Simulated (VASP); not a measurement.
# C (Cmme) in VASP: a series of runs

C is run at these levels: PBEsol, PBEsol+D3(BJ), LDA; tasks: relaxation of cell and atoms.

All numbers are computed with VASP 6.6.1; they aren't measurements. Logs are shortened: lines on timing, memory, paths and dates and some standing lists are left out, and cuts for length are marked.

### 1 The cell of the first run

Symmetry: Cmme, No. 67, orthorhombic system. The conventional cell has a = 2.456 Å, b = 4.254 Å, c = 7.173 Å, α = 90.00°, β = 90.00°, γ = 90.00°. C (site symmetry m) has 3 C at 1.42 Å within 1.9 Å.

### 2 Relaxation of cell and atoms, PBEsol

Input file INCAR:

```
SYSTEM = C
  PREC = Accurate
  ENCUT = 600
  EDIFF = 1E-7
  ISMEAR = -1
  SIGMA = 0.1
  LREAL = .False.
  LASPH = .True.
  NELM = 100
  ALGO = Normal
  ISIF = 3
  LWAVE = .False.
  LCHARG = .False.
  GGA = PS
  IBRION = 2
  NSW = 80
  EDIFFG = -0.01
```

Input file KPOINTS:

```
Automatic mesh
0
Gamma
  10 10 3
  0 0 0
```

Input file POSCAR:

```
C
1.0
    1.2280479700     -2.1270618200      0.0000000000
    1.2280479700      2.1270618200      0.0000000000
    0.0000000000      0.0000000000      7.1732677600
C
4
Direct
    0.0833794596      0.9166205404      0.7531375993
    0.5833794596      0.4166205404      0.2468624007
    0.9166205404      0.0833794596      0.2468624007
    0.4166205404      0.5833794596      0.7531375993
```

Potentials or basis: VASP PAW PBE potentials, release 64 (C).

The run is started by

```bash
> cat potpaw_PBE.64/C/POTCAR > POTCAR
> mpirun -np 1 vasp_std > vasp.out
```

OUTCAR:

```text
SYSTEM = C
   PREC = Accurate
   ENCUT = 600
   EDIFF = 1E-7
   ISMEAR = -1
   LREAL = .False.
   LASPH = .True.
   NELM = 100
   ISIF = 3
   GGA = PS
   IBRION = 2
   NSW = 80
   EDIFFG = -0.01

 ion  position               nearest neighbor table
   1  0.083  0.917  0.753-   4 1.42   4 1.42   4 1.42
   2  0.583  0.417  0.247-   3 1.42   3 1.42   3 1.42
   3  0.917  0.083  0.247-   2 1.42   2 1.42   2 1.42
   4  0.417  0.583  0.753-   1 1.42   1 1.42   1 1.42

  LATTYP: Found a hexagonal cell.
 ALAT       =     2.4561135566
 C/A-ratio  =     2.9205765918

  Lattice vectors:

 A1 = (   1.2280479700,  -2.1270618200,   0.0000000000)
 A2 = (   1.2280479700,   2.1270618200,   0.0000000000)
 A3 = (   0.0000000000,   0.0000000000,   7.1732677600)

Analysis of symmetry for initial positions (statically):
=====================================================================
 Subroutine PRICEL returns:
 Original cell was already a primitive cell.

 Routine SETGRP: Setting up the symmetry group for a
 hexagonal supercell.

 Subroutine GETGRP returns: Found  8 space group operations
 (whereof  4 operations were pure point group operations)
 out of a pool of 24 trial point group operations.

The static configuration has the point symmetry C_2h.
 The point group associated with its full space group is D_2h.

Analysis of symmetry for dynamics (positions and initial velocities):
=====================================================================
 Subroutine PRICEL returns:
 Original cell was already a primitive cell.

 Routine SETGRP: Setting up the symmetry group for a
 hexagonal supercell.

 Subroutine GETGRP returns: Found  8 space group operations
 (whereof  4 operations were pure point group operations)
 out of a pool of 24 trial point group operations.

The dynamic configuration has the point symmetry C_2h.
 The point group associated with its full space group is D_2h.

 Subroutine INISYM returns: Found  8 space group operations
 (whereof  4 operations are pure point group operations),
 and found     1 'primitive' translations

----------------------------------------------------------------------------------------

                                     Primitive cell

  volume of cell :      37.4751

  direct lattice vectors                    reciprocal lattice vectors
     1.228047970 -2.127061820  0.000000000     0.407150219 -0.235066041  0.000000000
     1.228047970  2.127061820  0.000000000     0.407150219  0.235066041  0.000000000
     0.000000000  0.000000000  7.173267760     0.000000000  0.000000000  0.139406479

  length of vectors
     2.456113557  2.456113557  7.173267760     0.470135453  0.470135453  0.139406479

  position of ions in fractional coordinates (direct lattice)
     0.083379460  0.916620540  0.753137599
     0.583379460  0.416620540  0.246862401
     0.916620540  0.083379460  0.246862401
     0.416620540  0.583379460  0.753137599

  ion indices of the primitive-cell ions
   primitive index   ion index
                 1           1
                 2           2
                 3           3
                 4           4

----------------------------------------------------------------------------------------

 KPOINTS: Automatic mesh

Automatic generation of k-mesh.
 Grid dimensions read from file:
 generate k-points for:   10   10    3

 Generating k-lattice:

  Cartesian coordinates                     Fractional coordinates (reciprocal lattice)
     0.040715022 -0.023506604  0.000000000     0.100000000  0.000000000  0.000000000
     0.040715022  0.023506604  0.000000000     0.000000000  0.100000000  0.000000000
     0.000000000  0.000000000  0.046468826     0.000000000  0.000000000  0.333333333

  Length of vectors
     0.047013545  0.047013545  0.046468826

  Shift w.r.t. Gamma in fractional coordinates (k-lattice)
     0.000000000  0.000000000  0.000000000

 Subroutine IBZKPT returns following result:
 ===========================================

 Found     62 irreducible k-points:

 Following reciprocal coordinates:
            Coordinates               Weight
  0.000000  0.000000  0.000000      1.000000
  0.100000  0.000000  0.000000      4.000000
 -0.100000  0.100000  0.000000      2.000000
  0.200000  0.000000  0.000000      4.000000
 -0.200000  0.200000  0.000000      2.000000
  0.300000  0.000000  0.000000      4.000000
[... 16 lines left out ...]
  0.200000  0.200000  0.000000      2.000000
 -0.200000  0.400000  0.000000      4.000000
 [... further k-points ...]
   k-points           NKPTS =     62   k-points in BZ     NKDIM =     62   number of bands    NBANDS=     12
   number of dos      NEDOS =    301   number of ions     NIONS =      4
   total plane-waves  NPLWV =  24000
   dimension x,y,z NGX =    20 NGY =   20 NGZ =   60
   dimension x,y,z NGXF=    40 NGYF=   40 NGZF=  120
   ions per type =               4
   NGX,Y,Z   is equivalent  to a cutoff of  13.54, 13.54, 13.91 a.u.
   NGXF,Y,Z  is equivalent  to a cutoff of  27.07, 27.07, 27.81 a.u.
 SYSTEM =  C
   PREC   = accura    normal or accurate (medium, high low for compatibility)
   ISTART =      0    job   : 0-new  1-cont  2-samecut
   ICHARG =      2    charge: 1-file 2-atom 10-const
   ISPIN  =      1    spin polarized calculation?
   LNONCOLLINEAR =      F non collinear calculations
   LSORBIT =      F    spin-orbit coupling
   LASPH  =      T    aspherical Exc in radial PAW
   ENCUT  =  600.0 eV  44.10 Ry    6.64 a.u.   4.91  4.91 14.33*2*pi/ulx,y,z
   NELM   =    100;   NELMIN=  2; NELMDL= -5     # of ELM steps
   EDIFF  = 0.1E-06   stopping-criterion for ELM
   LREAL  =      F    real-space projection
   EDIFFG = -.1E-01   stopping-criterion for IOM
   NSW    =     80    number of steps for IOM
   IBRION =      2    ionic relax: 0-MD 1-quasi-New 2-CG
   NFREE  =      1    steps in history (QN), initial steepest desc. (CG)
   ISIF   =      3    stress and relaxation
   ISYM   =      2    0-nonsym 1-usesym 2-fastsym
   POTIM  = 0.5000    time-step for ionic-motion
   TEBEG  =    0.0;   TEEND  =   0.0 temperature during run
   PSTRESS=    0.0 pullay stress
   NELECT =      16.0000    total number of electrons
   NUPDOWN=      -1.0000    fix difference up-down
   EMIN   =  10.00;   EMAX   =-10.00  energy-range for DOS
   EFERMI =   0.00;   METHOD = LEGACY
   ISMEAR =    -1;   SIGMA  =   0.10  broadening in eV -4-tet -1-fermi 0-gaus
   EFERMI_NEDOS =   21; number of points for ismear=-14 and -15
   IALGO  =     38    algorithm
   IMIX   =      4    mixing-type and parameters
     AMIX     =   0.40;   BMIX     =  1.00
     AMIX_MAG =   1.60;   BMIX_MAG =  1.00
  volume/ion in A,a.u.               =       9.37        63.22
  Fermi-wavevector in a.u.,A,eV,Ry     =   1.232728  2.329519 20.675669  1.519619
  Thomas-Fermi vector in A             =   2.367487
   LORBIT       =      0    0 simple, 1 ext, 2 COOP (PROOUT), +10 PAW based schemes
   GGA     = PS    functional components
   LHFCALC =     F    Hartree Fock is set to
   AEXX    =    0.0000 exact exchange contribution
   IVDW    =     0    specifies the selected vdW correction
   LEPSILON=     F    determine dielectric tensor
   LRPA    =     F    only Hartree local field effects (RPA)
 conjugate gradient relaxation of ions
 non-spin polarized calculation
  energy-cutoff  :      600.00
  volume of cell :       37.48
 maximum number of plane-waves:      1271
   NGX =  9   NGY =  9   NGZ = 29

--------------------------------------- Ionic step        1  -------------------------------------------

 number of electron      15.9999999 magnetization

 Free energy of the ion-electron system (eV)
  ---------------------------------------------------
  ext. energy  EPLUGINS =         0.00000000
  ---------------------------------------------------
  free energy    TOTEN  =       -38.59263359 eV

  energy without entropy =      -38.59254020  energy(sigma->0) =      -38.59258689

------------------------ aborting loop because EDIFF is reached ----------------------------------------

  FORCE on cell =-STRESS in cart. coord.  units (eV):
  Direction    XX          YY          ZZ          XY          YZ          ZX
  --------------------------------------------------------------------------------------
  -------------------------------------------------------------------------------------
  Total        0.4286054      0.3800197      0.0247483      0.0000000      0.0000000      0.0000000
  in kB       18.3242303     16.2470389      1.0580691      0.0000000      0.0000000      0.0000000
  external PRESSURE =      11.8764461 kB  Pullay stress =       0.0000000 kB
[... 137 lines left out ...]
  energy  without entropy=      -38.5931230954  energy(sigma->0) =      -38.59317075

--------------------------------------- Ionic step        5  -------------------------------------------

 number of electron      15.9999999 magnetization

 Free energy of the ion-electron system (eV)
  ---------------------------------------------------
  ext. energy  EPLUGINS =         0.00000000
  ---------------------------------------------------
  free energy    TOTEN  =       -38.59323967 eV

  energy without entropy =      -38.59314290  energy(sigma->0) =      -38.59319129

 E-fermi :   4.0976     XC(G=0): -10.0838

 val. band max:        3.4396456349   @ k =  -0.3000  -0.4000   0.0000
 cond. band min:       4.6781057857   @ k =   0.3000   0.3000   0.0000
 fundamental gap:      1.2384601508
 Fermi energy:         4.0976354321

 k-point     1 :       0.0000    0.0000    0.0000
  band No.  band energies     occupation
      1     -15.5439      2.00000
      2     -15.3627      2.00000
      3      -4.2906      2.00000
      4      -2.8737      2.00000
      5       1.0814      2.00000
      6       1.0844      2.00000
      7       1.0907      2.00000
      8       1.0994      2.00000
      9       7.6487      0.00000
     10      12.3899      0.00000
     11      12.4215      0.00000
     12      12.4405      0.00000
[... 331 lines left out ...]
 k-point    24 :      -0.2000    0.4000    0.0000
  band No.  band energies     occupation
      1     -12.7263      2.00000
      2     -12.5777      2.00000
      3      -4.8167      2.00000
      4      -4.8166      2.00000
      5      -3.4036      2.00000
      6      -3.4020      2.00000
      7      -0.9265      2.00000
      8       0.2868      2.00000
      9       9.0026      0.00000
     10       9.0112      0.00000
     11      11.2146      0.00000
     12      14.8446      0.00000

 [... further k-points ...]

------------------------ aborting loop because EDIFF is reached ----------------------------------------

  FORCE on cell =-STRESS in cart. coord.  units (eV):
  Direction    XX          YY          ZZ          XY          YZ          ZX
  --------------------------------------------------------------------------------------
  -------------------------------------------------------------------------------------
  Total       -0.0053391     -0.0023245      0.0259407      0.0000000     -0.0000000      0.0000000
  in kB       -0.2275475     -0.0990659      1.1055666      0.0000000     -0.0000000      0.0000000
  external PRESSURE =       0.2596510 kB  Pullay stress =       0.0000000 kB
[... 19 lines left out ...]
  FREE ENERGIE OF THE ION-ELECTRON SYSTEM (eV)
  ---------------------------------------------------
  free  energy   TOTEN  =       -38.5932396685 eV

  energy  without entropy=      -38.5931429031  energy(sigma->0) =      -38.59319129

 reached required accuracy - stopping structural energy minimisation
```

Wall time 51 s (1 thread of Intel Xeon Platinum 8488C (Sapphire Rapids), shared host); peak memory 0.17 GiB.

What came out:

| Item | Value |
| --- | --- |
| Free energy | -38.5932 eV |
| Relaxed volume | 9.40 Å³/atom |
| Relaxed cell | a = 2.460 Å, b = 2.460 Å, c = 7.175 Å, α = 90.00°, β = 90.00°, γ = 119.98° |
| Space group after relaxing (to 0.1 Å) | Fmmm (No. 69) |
| Energy gained by relaxing | 0.2 meV/atom |
| Ionic steps | 5 |
| Pressure after relaxing | 0.0 GPa |
| Largest force after relaxing | 0.009 eV/Å |

Forces on the atoms (eV/Å):
```
C    0.000  0.007 -0.005
C    0.000  0.007  0.005
C    0.000 -0.007  0.005
C    0.000 -0.007 -0.005
```

The path:
| step | energy change (eV) | largest force (eV/Å) | pressure (GPa) | volume (Å³) |
| --- | --- | --- | --- | --- |
| 1 | 0.0000 | 0.0187 | 1.19 | 37.48 |
| 2 | 0.0027 | 0.0697 | -2.58 | 37.85 |
| 3 | -0.0006 | 0.0106 | 0.04 | 37.59 |
| 4 | -0.0006 | 0.0385 | 0.00 | 37.60 |
| 5 | -0.0006 | 0.0090 | 0.03 | 37.59 |

Final structure:
```cif
data_structure
_symmetry_space_group_name_H-M 'P 1'
_symmetry_Int_Tables_number 1
_cell_length_a 2.4595
_cell_length_b 2.4595
_cell_length_c 7.1746
_cell_angle_alpha 90.000
_cell_angle_beta 90.000
_cell_angle_gamma 119.984
_cell_volume 37.59
loop_
_atom_site_label
_atom_site_type_symbol
_atom_site_fract_x
_atom_site_fract_y
_atom_site_fract_z
_atom_site_occupancy
C1 C 0.08335 0.91665 0.75312 1
C2 C 0.58335 0.41665 0.24688 1
C3 C 0.91665 0.08335 0.24688 1
C4 C 0.41665 0.58335 0.75312 1
```

Caveat: this functional lacks dispersion, which binds the layers, so the pressure and a relaxed spacing across them are unreliable; the PAW data sets were made with another functional, which shifts forces and pressure a little.

### 3 Relaxation of cell and atoms, PBEsol+D3(BJ)

Input file INCAR:

```
  PREC = Accurate
  ENCUT = 600
  EDIFF = 1E-6
  ISMEAR = -1
  SIGMA = 0.1
  LREAL = False
  LASPH = True
  NELM = 80
  ALGO = Normal
  ISIF = 3
  LWAVE = False
  LCHARG = False
  GGA = PS
  IVDW = 12
  IBRION = 2
  NSW = 80
  EDIFFG = -0.01
```

Input file KPOINTS:

```
Automatic mesh
0
Gamma
  10 10 3
```

POSCAR is that of step 2.

Potentials or basis: VASP PAW PBE potentials, release 64 (C).

The run is started by

```bash
> cat potpaw_PBE.64/C/POTCAR > POTCAR
> mpirun -np 1 vasp_std > vasp.out
```

It took 6 min on 1 thread of Intel Xeon Platinum 8488C (Sapphire Rapids), shared host; peak memory 0.19 GiB.

It converged, with:

```yaml
Free_energy: -39.0244 eV
Relaxed_volume: 8.69 Å³/atom
Relaxed_cell: a = 2.458 Å, b = 2.458 Å, c = 6.642 Å, α = 90.00°, β = 90.00°, γ = 119.96°
Space_group_after_relaxing_to_0.1_Å: Fmmm (No. 69)
Energy_gained_by_relaxing: 5.1 meV/atom
Ionic_steps: 42
Pressure_after_relaxing: 0.0 GPa
Largest_force_after_relaxing: 0.004 eV/Å
Dispersion_energy_per_atom: -0.111 eV
```

Forces in eV/Å, atoms in the order of the input:
```
C    0.000 -0.002 -0.003
C    0.000 -0.002  0.003
C    0.000  0.002  0.003
C    0.000  0.002 -0.003
```

Stress tensor (GPa, compression positive):
```
 0.08  0.00  0.00
 0.00 -0.02  0.00
 0.00  0.00 -0.14
```

Step by step:
```
step  energy change (eV)  largest force (eV/Å)  pressure (GPa)  volume (Å³)
   1              0.0000                0.0188            0.48        37.48
   3             -0.0013                0.0243           -1.22        37.54
   5             -0.0101                0.2526           -1.42        36.50
   7             -0.0120                0.4113           -1.51        35.89
   9             -0.0138                0.3577           -1.37        35.73
  11             -0.0190                0.1178           -0.75        35.00
  13             -0.0196                0.0165           -0.43        34.67
  15             -0.0198                0.0138           -0.32        34.65
  17             -0.0200                0.0130            0.42        34.75
  19             -0.0202                0.0133            0.14        34.71
  21             -0.0202                0.0133            0.14        34.71
  23             -0.0202                0.0128           -0.11        34.74
  25             -0.0202                0.0132           -0.07        34.73
  27             -0.0203                0.0274           -0.10        34.74
  29             -0.0203                0.0561           -0.14        34.76
  31             -0.0203                0.0509           -0.13        34.76
  33             -0.0204                0.0309           -0.11        34.77
  35             -0.0205                0.0055           -0.06        34.78
  37             -0.0205                0.0142           -0.02        34.78
  39             -0.0205                0.0168            0.00        34.78
  41             -0.0205                0.0170           -0.01        34.78
  42             -0.0206                0.0035           -0.03        34.78
```

Final structure:
```
C
1.0
     1.22987   -2.12859    0.00000
     1.22987    2.12859    0.00000
     0.00000    0.00000    6.64223
C
4
Direct
  0.08334 0.91666 0.75052
  0.58334 0.41666 0.24948
  0.91666 0.08334 0.24948
  0.41666 0.58334 0.75052
```

Caveat: the PAW data sets were made with another functional, which shifts forces and pressure a little.

(Part 1 of 2 ends here.)
